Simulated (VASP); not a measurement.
Wanted: the native input for a VASP 6.6.1 run.

```yaml
Task: single point
Functional: PBE
Potentials_or_basis: VASP PAW PBE potentials, release 64 (Si, Ni)
Cutoff: 520 eV
k_mesh: 12 × 12 × 12
Occupations: gaussian, width 0.1 eV
Spin: no spin polarisation
Dipole_correction: no
Further_INCAR_settings: ALGO = Normal; EDIFF = 1e-06; NBANDS = 25
```

The structure of SiNi3 lies in POSCAR:

```
SiNi3
1.0
    3.4571821324      0.0000000000      0.0000000000
    0.0000000000      3.4571821324      0.0000000000
    0.0000000000      0.0000000000      3.4571821324
Si Ni
1 3
Direct
    0.0000000000      0.0000000000      0.0000000000
    0.0000000000      0.5000000000      0.5000000000
    0.5000000000      0.0000000000      0.5000000000
    0.5000000000      0.5000000000      0.0000000000
```

One way to write it, as run:

INCAR

```
SYSTEM = SiNi3
ALGO = Normal
EDIFF = 1E-6
ENCUT = 520
GGA = PE
ISIF = 2
ISMEAR = 0
LASPH = .True.
LCHARG = .False.
LREAL = .False.
LWAVE = .False.
NBANDS = 25
NELM = 60
PREC = Accurate
SIGMA = 0.1
```

KPOINTS

```
k-points
0
Gamma
  12 12 12
  0 0 0
```

Potentials or basis: VASP PAW PBE potentials, release 64 (Si, Ni).

Launch:

```sh
$ cat potpaw_PBE.64/Si/POTCAR potpaw_PBE.64/Ni/POTCAR > POTCAR
$ mpirun -np 1 vasp_std > vasp.out
```

It gave:

```json
{"Pressure": "9.9 GPa", "Band gap on the k mesh": "zero (band 17 reaches 11.34 eV, above the bottom of band 18 at 11.08 eV)"}
```

Run time: 43 s on 1 thread of AMD EPYC 9R45 96-Core Processor (Zen 5), on a shared host, peak memory 0.18 GiB.
